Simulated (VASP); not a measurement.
Os: single point with r2SCAN

Crystal: Os.

```xyz
2
Lattice="2.7383 0.0000 0.0000 -1.3691 2.3714 0.0000 0.0000 0.0000 4.3160" Properties=species:S:1:pos:R:3 pbc="T T T"
Os    0.0000    1.5810    1.0790
Os    1.3691    0.7905    3.2370
```

```json
{
  "Program": "VASP 6.6.1",
  "Task": "single point",
  "Functional": "r2SCAN",
  "Potentials or basis": "VASP PAW PBE potentials, release 64 (Os)",
  "Cutoff": "520 eV",
  "k mesh": "20 × 20 × 12",
  "Occupations": "fermi-dirac, width 0.05 eV",
  "Spin": "no spin polarisation"
}
```

The pressure is 1.0 GPa. The band gap on the k mesh is zero (bands 8 and 9 overlap by 4.12 eV).

Levels at points of the mesh, in eV from the Fermi level:
```tsv
k point	band 5	band 6	band 7	band 8	band 9	band 10	band 11	band 12
(0.00, 0.00, 0.00)	-2.91	-2.34	-2.34	-1.70	-1.70	0.00	1.70	1.70
(0.50, 0.00, 0.00)	-3.09	-2.73	-1.98	2.04	2.63	2.77	4.53	5.91
(0.00, 0.00, 0.50)	-3.43	-3.43	-3.43	-3.43	0.88	0.88	0.88	0.88
(0.50, 0.00, 0.50)	-1.31	-1.31	-0.22	-0.22	2.39	2.39	3.38	3.38
```

Wall time 2.6 min on 1 thread of AMD EPYC 9R45 96-Core Processor (Zen 5), with other jobs on the host, peak memory 0.2 GiB.

Caveat: the PAW data sets were made with another functional, which shifts forces and pressure a little; spin-orbit coupling is left out, which moves the levels of the heavy elements.
